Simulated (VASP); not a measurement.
A run of VASP 6.6.1:

INCAR

```
ALGO = Normal
EDIFF = 1E-7
EDIFFG = -0.01
ENCUT = 520
GGA = PE
IBRION = 2
ISIF = 2
ISMEAR = -1
LASPH = T
LCHARG = F
LREAL = F
LWAVE = F
NELM = 80
NSW = 60
PREC = Accurate
SIGMA = 0.05
```

The input KPOINTS:

```
k-points
0
Gamma
  9 9 9
```

File POSCAR:

```
KF
1.0
    0.0000000000      2.6718500000      2.6718500000
    2.7787240000      0.0000000000      2.6718500000
    2.7787240000      2.6718500000      0.0000000000
K F
1 1
Direct
    0.0000000000      0.0000000000      0.0000000000
    0.5000000000      0.5000000000      0.5000000000
```

Potentials or basis: VASP PAW PBE potentials, release 64 (K_sv, F).

Launch:

```sh
$ cat potpaw_PBE.64/K_sv/POTCAR potpaw_PBE.64/F/POTCAR > POTCAR
$ mpirun -np 1 vasp_std > vasp.out
```

Hardware: 1 thread of Intel(R) Xeon(R) Platinum 8259CL CPU @ 2.50GHz (Skylake/Cascade Lake), on a shared host.

Estimate the wall time of this run.

Wall time 36 s on 1 thread of Intel(R) Xeon(R) Platinum 8259CL CPU @ 2.50GHz (Skylake/Cascade Lake) (shared host), peak memory 0.19 GiB. Counts: scf iterations 14, k points 75, ion steps 1.
